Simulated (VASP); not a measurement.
Runs of VASP 6.6.1 on PbS. The cell holds a slab with vacuum, 4 atoms: a = 11.298 Å, b = 4.250 Å, c = 4.250 Å, α = 89.97°, β = 90.00°, γ = 90.00°. 

| k mesh | gap on the mesh (eV) | largest force (eV/Å) |
| --- | --- | --- |
| 2 × 5 × 5 | (a) | 0.03 |
| 3 × 7 × 7 | 1.62 | 0.03 |
| 2 × 4 × 4 | 1.94 | 0.05 |
| 1 × 2 × 2 | 1.98 | 0.94 |
| 2 × 3 × 3 | 1.94 | 0.23 |

Alike in all rows: task single point; level pbesol exchange, lyp correlation; potentials or basis VASP PAW PBE potentials, release 64 (Pb_d, S); no spin polarisation; cell as given; cutoff (eV) 500; smearing gaussian 0.01 eV.

Q: Fill in the values left out.

A: (a) 1.67.

Caveats: some runs use coarse meshes; the PAW data sets were made with another functional, which shifts forces and pressure a little; spin-orbit coupling is left out, which moves the levels of the heavy elements.

A k mesh can miss the band edges, and the runs leave out spin-orbit coupling on Pb.
